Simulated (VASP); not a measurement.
# Se (I4_1/amd) in VASP: further runs

The runs below take Se through single point, with PBE.

Everything below comes from runs of VASP 6.6.1. Logs are shortened: lines on timing, memory, paths and dates and some standing lists are left out, and cuts for length are marked.

**1. The cell of the first run**

Symmetry: I4_1/amd, No. 141, tetragonal system. The conventional cell has a = 4.802 Å, b = 4.802 Å, c = 5.297 Å, α = 90.00°, β = 90.00°, γ = 90.00°. Within 3.6 Å of Se (site symmetry -4m2) lie 4 Se at 2.74 Å.

**2. Single point, PBE**

Contents of INCAR:

```
SYSTEM = Se
ALGO = Normal
EDIFF = 1E-6
ENCUT = 520
GGA = PE
ISIF = 2
ISMEAR = 0
LASPH = .TRUE.
LCHARG = .FALSE.
LREAL = .FALSE.
LWAVE = .FALSE.
NBANDS = 13
NELM = 60
PREC = Accurate
SIGMA = 0.15
```

Contents of KPOINTS:

```
k-points
0
G
  14 14 14
  0 0 0
```

Contents of POSCAR:

```
Se
1.0
    0.0000000000      3.3954490566      2.6484502642
    3.3954490566      0.0000000000      2.6484502642
    3.3954490566      3.3954490566      0.0000000000
Se
2
Direct
    0.5000000000      0.5000000000      0.5000000000
    0.7500000000      0.7500000000      0.7500000000
```

Potentials or basis: VASP PAW PBE potentials, release 64 (Se).

Command:

```bash
cat potpaw_PBE.64/Se/POTCAR > POTCAR
mpirun -np 1 vasp_std > vasp.out
```

OUTCAR:

```text
SYSTEM = Se
   EDIFF = 1E-6
   ENCUT = 520
   GGA = PE
   ISIF = 2
   ISMEAR = 0
   LASPH = .TRUE.
   LREAL = .FALSE.
   NELM = 60
   PREC = Accurate

 ion  position               nearest neighbor table
   1  0.500  0.500  0.500-   2 2.74   2 2.74   2 2.74   2 2.74
   2  0.750  0.750  0.750-   1 2.74   1 2.74   1 2.74   1 2.74

  LATTYP: Found a body centered tetragonal cell.
 ALAT       =     4.8018901062
 C/A-ratio  =     1.1030865787

  Lattice vectors:

 A1 = (   0.0000000000,  -3.3954490566,  -2.6484502642)
 A2 = (   0.0000000000,   3.3954490566,  -2.6484502642)
 A3 = (   3.3954490566,   0.0000000000,   2.6484502642)

Analysis of symmetry for initial positions (statically):
=====================================================================
 Subroutine PRICEL returns:
 Original cell was already a primitive cell.

 Routine SETGRP: Setting up the symmetry group for a
 body centered tetragonal supercell.

 Subroutine GETGRP returns: Found 16 space group operations
 (whereof  8 operations were pure point group operations)
 out of a pool of 16 trial point group operations.

The static configuration has the point symmetry D_2d.
 The point group associated with its full space group is D_4h.

Analysis of symmetry for dynamics (positions and initial velocities):
=====================================================================
 Subroutine PRICEL returns:
 Original cell was already a primitive cell.

 Routine SETGRP: Setting up the symmetry group for a
 body centered tetragonal supercell.

 Subroutine GETGRP returns: Found 16 space group operations
 (whereof  8 operations were pure point group operations)
 out of a pool of 16 trial point group operations.

The dynamic configuration has the point symmetry D_2d.
 The point group associated with its full space group is D_4h.

 Subroutine INISYM returns: Found 16 space group operations
 (whereof  8 operations are pure point group operations),
 and found     1 'primitive' translations

----------------------------------------------------------------------------------------

                                     Primitive cell

  volume of cell :      61.0684

  direct lattice vectors                    reciprocal lattice vectors
     0.000000000  3.395449057  2.648450264    -0.147255927  0.147255927  0.188789651
     3.395449057  0.000000000  2.648450264     0.147255927 -0.147255927  0.188789651
     3.395449057  3.395449057  0.000000000     0.147255927  0.147255927 -0.188789651

  length of vectors
     4.306200541  4.306200541  4.801890106     0.281087439  0.281087439  0.281087439

  position of ions in fractional coordinates (direct lattice)
     0.500000000  0.500000000  0.500000000
     0.750000000  0.750000000  0.750000000
[... 91 lines left out ...]
   EFERMI =   0.00;   METHOD = LEGACY
   ISMEAR =     0;   SIGMA  =   0.15  broadening in eV -4-tet -1-fermi 0-gaus
   EFERMI_NEDOS =   21; number of points for ismear=-14 and -15
   IALGO  =     38    algorithm
   IMIX   =      4    mixing-type and parameters
     AMIX     =   0.40;   BMIX     =  1.00
     AMIX_MAG =   1.60;   BMIX_MAG =  1.00
  volume/ion in A,a.u.               =      30.53       206.05
  Fermi-wavevector in a.u.,A,eV,Ry     =   0.951765  1.798575 12.324933  0.905857
  Thomas-Fermi vector in A             =   2.080266
   LORBIT       =      0    0 simple, 1 ext, 2 COOP (PROOUT), +10 PAW based schemes
   GGA     = PE    functional components
   LHFCALC =     F    Hartree Fock is set to
   AEXX    =    0.0000 exact exchange contribution
   IVDW    =     0    specifies the selected vdW correction
   LEPSILON=     F    determine dielectric tensor
   LRPA    =     F    only Hartree local field effects (RPA)
 non-spin polarized calculation
 Gauss-broadening in eV      SIGMA  =   0.15
  energy-cutoff  :      520.00
  volume of cell :       61.07
 maximum number of plane-waves:      1670
   NGX = 17   NGY = 17   NGZ = 17

 number of electron      12.0000001 magnetization

 Free energy of the ion-electron system (eV)
  ---------------------------------------------------
  ext. energy  EPLUGINS =         0.00000000
  ---------------------------------------------------
  free energy    TOTEN  =        -6.12191880 eV

  energy without entropy =       -6.10351449  energy(sigma->0) =       -6.11271664

 E-fermi :   2.2727     XC(G=0):  -8.3601

 val. band max:        2.2604766316   @ k =  -0.2857   0.2143   0.0714
 cond. band min:       2.2739025841   @ k =  -0.2143   0.2143   0.0714
 fundamental gap:      0.0134259525
 Fermi energy:         2.2727334638

 k-point     1 :       0.0000    0.0000    0.0000
  band No.  band energies     occupation
      1     -13.0146      2.00000
      2      -8.0046      2.00000
      3      -1.4891      2.00000
      4      -1.4891      2.00000
      5      -0.2507      2.00000
      6       0.9933      2.00000
      7       2.0805      1.93006
      8       2.0805      1.93006
      9       6.8365      0.00000
     10       8.4889      0.00000
     11      10.7006      0.00000
     12      10.9645      0.00000
     13      10.9645      0.00000
[... 354 lines left out ...]
  band No.  band energies     occupation
      1     -12.4807      2.00000
      2      -8.9468      2.00000
      3      -2.2663      2.00000
      4      -2.2403      2.00000
      5      -0.0220      2.00000
      6       0.4838      2.00000
      7       2.9591      0.00000
      8       3.2579      0.00000
      9       9.4420      0.00000
     10       9.4765      0.00000
     11       9.9517      0.00000
     12      11.8780      0.00000
     13      13.1877      0.00000

 [... further k-points ...]

------------------------ aborting loop because EDIFF is reached ----------------------------------------

  FORCE on cell =-STRESS in cart. coord.  units (eV):
  Direction    XX          YY          ZZ          XY          YZ          ZX
  --------------------------------------------------------------------------------------
  -------------------------------------------------------------------------------------
  Total        0.3277417      0.3277417     -0.9652836      0.0000000      0.0000000     -0.0000000
  in kB        8.5985648      8.5985648    -25.3249873      0.0000000      0.0000000     -0.0000000
  external PRESSURE =      -2.7092859 kB  Pullay stress =       0.0000000 kB

 VOLUME and BASIS-vectors are now :
 -----------------------------------------------------------------------------
  energy-cutoff  :      520.00
  volume of cell :       61.07
      direct lattice vectors                 reciprocal lattice vectors
     0.000000000  3.395449057  2.648450264    -0.147255927  0.147255927  0.188789651
     3.395449057  0.000000000  2.648450264     0.147255927 -0.147255927  0.188789651
     3.395449057  3.395449057  0.000000000     0.147255927  0.147255927 -0.188789651

 POSITION                                       TOTAL-FORCE (eV/Angst)
 -----------------------------------------------------------------------------------
      3.39545      3.39545      2.64845        -0.000000     -0.000000     -0.000000
      5.09317      5.09317      3.97268         0.000000      0.000000      0.000000
 -----------------------------------------------------------------------------------
    total drift:                               -0.000000     -0.000000      0.000000

  FREE ENERGIE OF THE ION-ELECTRON SYSTEM (eV)
  ---------------------------------------------------
  free  energy   TOTEN  =        -6.1219187964 eV

  energy  without entropy=       -6.1035144873  energy(sigma->0) =       -6.11271664
```

OSZICAR:

```text
N       E                     dE             d eps       ncg     rms          rms(c)
DAV:   1     0.546565987590E+02    0.54657E+02   -0.48473E+03  6344   0.755E+02
DAV:   2    -0.253108120738E+01   -0.57188E+02   -0.54584E+02  8699   0.129E+02
DAV:   3    -0.609925973860E+01   -0.35682E+01   -0.35404E+01  8089   0.360E+01
DAV:   4    -0.612861101729E+01   -0.29351E-01   -0.29345E-01  7402   0.387E+00
DAV:   5    -0.612881428667E+01   -0.20327E-03   -0.20327E-03  8274   0.326E-01    0.522E+00
DAV:   6    -0.612359867088E+01    0.52156E-02   -0.42752E-03  7804   0.377E-01    0.312E+00
DAV:   7    -0.612190107597E+01    0.16976E-02   -0.83972E-03  7629   0.547E-01    0.797E-02
DAV:   8    -0.612190940496E+01   -0.83290E-05   -0.37547E-04  7474   0.102E-01    0.152E-02
DAV:   9    -0.612191622878E+01   -0.68238E-05   -0.73897E-06  8299   0.173E-02    0.778E-03
DAV:  10    -0.612191879169E+01   -0.25629E-05   -0.25428E-06  7349   0.102E-02    0.120E-03
DAV:  11    -0.612191879636E+01   -0.46750E-08   -0.14293E-07  4927   0.225E-03
   1 F= -.61219188E+01 E0= -.61127166E+01  d E =-.184043E-01
```

Wall time 88 s (1 thread of Intel Xeon Platinum 8375C at 2.90GHz (Ice Lake), shared host); peak memory 0.3 GiB.

What came out:

| Property | Result |
| --- | --- |
| Free energy | -6.1219 eV |
| Pressure | -0.3 GPa |
| Band gap on the k mesh | zero (band 6 reaches 2.56 eV, above the bottom of band 7 at 1.76 eV) |

Levels at points of the mesh, in eV from the Fermi level:
| k point | band 3 | band 4 | band 5 | band 6 | band 7 | band 8 | band 9 | band 10 |
| --- | --- | --- | --- | --- | --- | --- | --- | --- |
| (0.00, 0.00, 0.00) | -3.76 | -3.76 | -2.52 | -1.28 | -0.19 | -0.19 | 4.56 | 6.22 |
| (0.50, 0.00, 0.00) | -4.59 | -4.17 | -3.50 | 0.14 | 0.43 | 1.46 | 7.03 | 7.20 |
| (0.50, 0.50, 0.00) | -5.44 | -5.44 | -2.20 | -2.20 | 2.52 | 2.52 | 6.74 | 6.74 |
| (0.50, 0.00, 0.50) | -4.41 | -4.41 | -1.78 | -1.78 | 1.60 | 1.60 | 5.71 | 5.71 |

**3. Single point, PBE**

This run uses another cell than the first one, of the same volume but with other edges.

Contents of INCAR:

```
SYSTEM = Se
PREC = Accurate
ENCUT = 520
EDIFF = 1E-7
ISMEAR = 0
SIGMA = 0.15
LREAL = .FALSE.
LASPH = .TRUE.
NELM = 60
ALGO = Normal
ISIF = 2
LWAVE = .FALSE.
LCHARG = .FALSE.
GGA = PE
NBANDS = 13
```

Contents of KPOINTS:

```
regular mesh
0
G
  14 14 14
  0 0 0
```

Contents of POSCAR:

```
Se
1.0
    0.0000000000      2.8638326477      3.7229824420
    2.8638326477      0.0000000000      3.7229824420
    2.8638326477      2.8638326477      0.0000000000
Se
2
Direct
    0.5000000000      0.5000000000      0.5000000000
    0.7500000000      0.7500000000      0.7500000000
```

Potentials or basis: VASP PAW PBE potentials, release 64 (Se).

Command:

```bash
cat potpaw_PBE.64/Se/POTCAR > POTCAR
mpirun -np 1 vasp_std > vasp.out
```

OUTCAR:

```text
SYSTEM = Se
   PREC = Accurate
   ENCUT = 520
   EDIFF = 1E-7
   ISMEAR = 0
   LREAL = .FALSE.
   LASPH = .TRUE.
   NELM = 60
   ISIF = 2
   GGA = PE

 ion  position               nearest neighbor table
   1  0.500  0.500  0.500-   2 2.75   2 2.75   2 2.75   2 2.75
   2  0.750  0.750  0.750-   1 2.75   1 2.75   1 2.75   1 2.75

  LATTYP: Found a body centered tetragonal cell.
 ALAT       =     4.0500709707
 C/A-ratio  =     1.8384776311

  Lattice vectors:

[... 574 lines left out ...]

  FORCE on cell =-STRESS in cart. coord.  units (eV):
  Direction    XX          YY          ZZ          XY          YZ          ZX
  --------------------------------------------------------------------------------------
  -------------------------------------------------------------------------------------
  Total       -0.7051630     -0.7051630      0.4594041      0.0000000      0.0000000      0.0000000
  in kB      -18.5005166    -18.5005166     12.0528344      0.0000000      0.0000000      0.0000000
  external PRESSURE =      -8.3160662 kB  Pullay stress =       0.0000000 kB

 VOLUME and BASIS-vectors are now :
 -----------------------------------------------------------------------------
  energy-cutoff  :      520.00
  volume of cell :       61.07
      direct lattice vectors                 reciprocal lattice vectors
     0.000000000  2.863832648  3.722982442    -0.174591207  0.174591207  0.134300929
     2.863832648  0.000000000  3.722982442     0.174591207 -0.174591207  0.134300929
     2.863832648  2.863832648  0.000000000     0.174591207  0.174591207 -0.134300929

 POSITION                                       TOTAL-FORCE (eV/Angst)
 -----------------------------------------------------------------------------------
      2.86383      2.86383      3.72298        -0.000000     -0.000000      0.000000
      4.29575      4.29575      5.58447         0.000000      0.000000     -0.000000
 -----------------------------------------------------------------------------------
    total drift:                                0.000000      0.000000      0.000000

  FREE ENERGIE OF THE ION-ELECTRON SYSTEM (eV)
  ---------------------------------------------------
  free  energy   TOTEN  =        -6.1433522119 eV

  energy  without entropy=       -6.1275669392  energy(sigma->0) =       -6.13545958
```

stdout:

```text
POSCAR found type information on POSCAR Se
 POSCAR found :  1 types and       2 ions
 scaLAPACK will be used
 LDA part: xc-table for (Slater+PW92), standard interpolation
 POSCAR, INCAR and KPOINTS ok, starting setup
 FFT: planning ... GRIDC
 FFT: planning ... GRID_SOFT
 FFT: planning ... GRID
 WAVECAR not read
 entering main loop
```

It took 99 s on 1 thread of Intel Xeon Platinum 8375C at 2.90GHz (Ice Lake), shared host; peak memory 0.3 GiB.

Results:

```
Free energy            : -6.1434 eV
Pressure               : -0.8 GPa
Band gap on the k mesh : zero (band 6 reaches 2.66 eV, above the bottom of band 7 at 1.33 eV)
```

**4. Single point, PBE**

This run uses another cell than the first one, of the same volume but with other edges.

Contents of INCAR:

```
SYSTEM = Se
  PREC = Accurate
  ENCUT = 520
  EDIFF = 1E-6
  ISMEAR = 0
  SIGMA = 0.15
  LREAL = .FALSE.
  LASPH = .TRUE.
  NELM = 80
  ALGO = Normal
  ISIF = 2
  LWAVE = .FALSE.
  LCHARG = .FALSE.
  GGA = PE
  NBANDS = 13
```

KPOINTS is that of step 3.

Contents of POSCAR:

```
Se
1.0
    0.0000000000      3.2136566715      2.9565641378
    3.2136566715      0.0000000000      2.9565641378
    3.2136566715      3.2136566715      0.0000000000
Se
2
Direct
    0.5000000000      0.5000000000      0.5000000000
    0.7500000000      0.7500000000      0.7500000000
```

Potentials or basis: VASP PAW PBE potentials, release 64 (Se).

Command:

```bash
cat potpaw_PBE.64/Se/POTCAR > POTCAR
mpirun -np 1 vasp_std > vasp.out
```

OUTCAR:

```text
SYSTEM = Se
   PREC = Accurate
   ENCUT = 520
   EDIFF = 1E-6
   ISMEAR = 0
   LREAL = .FALSE.
   LASPH = .TRUE.
   NELM = 80
   ISIF = 2
   GGA = PE

 ion  position               nearest neighbor table
   1  0.500  0.500  0.500-   2 2.71   2 2.71   2 2.71   2 2.71
   2  0.750  0.750  0.750-   1 2.71   1 2.71   1 2.71   1 2.71

  LATTYP: Found a body centered tetragonal cell.
 ALAT       =     4.5447968496
 C/A-ratio  =     1.3010764774

  Lattice vectors:

[... 574 lines left out ...]

  FORCE on cell =-STRESS in cart. coord.  units (eV):
  Direction    XX          YY          ZZ          XY          YZ          ZX
  --------------------------------------------------------------------------------------
  -------------------------------------------------------------------------------------
  Total        0.7568842      0.7568842      0.1244289      0.0000000      0.0000000      0.0000000
  in kB       19.8574636     19.8574636      3.2644912      0.0000000      0.0000000      0.0000000
  external PRESSURE =      14.3264728 kB  Pullay stress =       0.0000000 kB

 VOLUME and BASIS-vectors are now :
 -----------------------------------------------------------------------------
  energy-cutoff  :      520.00
  volume of cell :       61.07
      direct lattice vectors                 reciprocal lattice vectors
     0.000000000  3.213656671  2.956564138    -0.155586004  0.155586004  0.169115222
     3.213656671  0.000000000  2.956564138     0.155586004 -0.155586004  0.169115222
     3.213656671  3.213656671  0.000000000     0.155586004  0.155586004 -0.169115222

 POSITION                                       TOTAL-FORCE (eV/Angst)
 -----------------------------------------------------------------------------------
      3.21366      3.21366      2.95656        -0.000000     -0.000000      0.000000
      4.82049      4.82049      4.43485         0.000000      0.000000     -0.000000
 -----------------------------------------------------------------------------------
    total drift:                               -0.000000     -0.000000      0.000000

  FREE ENERGIE OF THE ION-ELECTRON SYSTEM (eV)
  ---------------------------------------------------
  free  energy   TOTEN  =        -6.0090575145 eV

  energy  without entropy=       -5.9888827434  energy(sigma->0) =       -5.99897013
```

It took 87 s on 1 thread of Intel Xeon Platinum 8375C at 2.90GHz (Ice Lake), shared host; peak memory 0.3 GiB.

Results:

- Free energy: -6.0091 eV
- Pressure: 1.4 GPa
- Band gap on the k mesh: zero (band 6 reaches 2.61 eV, above the bottom of band 7 at 1.60 eV)

**5. Summary**

| cell | gap on the mesh (eV) | pressure (GPa) |
| --- | --- | --- |
| a = 4.306, b = 4.306, c = 4.802 Å, angles 56.1, 56.1, 67.8°, 2 atoms | none | -0.3 |
| a = 4.697, b = 4.697, c = 4.050 Å, angles 64.5, 64.5, 51.1°, 2 atoms | none | -0.8 |
| a = 4.367, b = 4.367, c = 4.545 Å, angles 58.6, 58.6, 62.7°, 2 atoms | none | 1.4 |

Alike in all rows: task single point; level PBE; potentials or basis VASP PAW PBE potentials, release 64 (Se); no spin polarisation; k mesh 14 × 14 × 14; cutoff (eV) 520; smearing gaussian 0.15 eV.

Absolute energies hang on the potentials; compare differences alone.
